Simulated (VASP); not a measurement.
C:

```
CELL_PARAMETERS angstrom
3.56028 0.00000 0.00000
0.00000 -3.56028 0.00000
0.00000 0.00000 -3.56028
ATOMIC_POSITIONS crystal
C 0.52595 0.97405 0.97405
C 0.00000 0.50000 0.00000
C 0.00000 0.00000 0.50000
C 0.50000 0.50000 0.50000
C 0.75000 0.75000 0.75000
C 0.25000 0.25000 0.75000
C 0.25000 0.75000 0.25000
C 0.75000 0.25000 0.25000
```

This cell differs from its parent crystal: atom 1 (C) moved +0.160 Å towards its neighbour atom 5 (C) at 1.542 Å.

Base run:

* Program: VASP 6.6.1
* Functional: r2SCAN
* Potentials or basis: VASP PAW PBE potentials, release 64 (C_h)
* Cutoff: 910 eV
* k mesh: 6 × 6 × 6
* Occupations: gaussian, width 0.05 eV
* Spin: no spin polarisation

Its results: band gap on the k mesh 3.82 eV, indirect (least direct gap 3.90 eV); pressure 2.5 GPa; largest force 9.099 eV/Å.

Task: The run is repeated on the same cell with these changes: potentials or basis from VASP PAW PBE potentials, release 64 (C_h) to VASP PAW PBE potentials, release 64 (C); cutoff from 910 eV to 520 eV; further incar settings from ALGO = Normal; EDIFF = 1e-06; NBANDS = 26 to ALGO = Normal; EDIFF = 1e-07; NBANDS = 26. What comes out?

Result: Band gap on the k mesh 3.79 eV, indirect (least direct gap 3.87 eV); pressure 4.5 GPa; largest force 9.158 eV/Å.

Caveats: the PAW data sets were made with another functional, which shifts forces and pressure a little; the cutoff is under 1.25 times the usual one of these potentials, so pressure, stress and relaxed cells hold a basis-set (Pulay) error (some runs).

A k mesh can miss the band edges.
